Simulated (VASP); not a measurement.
Input of a VASP 6.6.1 run:

INCAR

```
ALGO = Normal ; EDIFF = 1E-6
ENCUT = 520 ; GGA = PE
ISIF = 2 ; ISMEAR = -1
LASPH = T ; LCHARG = T
LELF = T ; LREAL = F
LVHAR = T ; LWAVE = F
NBANDS = 32 ; NELM = 80
PREC = Accurate ; SIGMA = 0.03
```

Contents of KPOINTS:

```
k-points
0
Gamma
  13 13 8
```

The input POSCAR:

```
Lu
1.0
    3.4046019227      0.0000000000      0.0000000000
   -1.7023009614      2.9484717549      0.0000000000
    0.0000000000      0.0000000000      5.5666000000
Lu
2
Direct
    0.3333333333      0.6666666667      0.2500000000
    0.6666666667      0.3333333333      0.7500000000
```

Potentials or basis: VASP PAW PBE potentials, release 64 (Lu).

The run is started by

```sh
$ cat potpaw_PBE.64/Lu/POTCAR > POTCAR
$ mpirun -np 1 vasp_std > vasp.out
```

**Question.** Estimate the pressure.

**Answer.** 2.3 GPa.

**Question.** What does it give for the band gap on the k mesh?

**Answer.** Zero (bands 25 and 26 overlap by 1.57 eV).

Stress tensor (GPa, compression positive):
```
 3.55  0.00  0.00
 0.00  3.55  0.00
 0.00  0.00 -0.22
```

Caveat: the cell differs from its parent crystal (x and y stretched by -3 %, z held); spin-orbit coupling is left out, which moves the levels of the heavy elements.
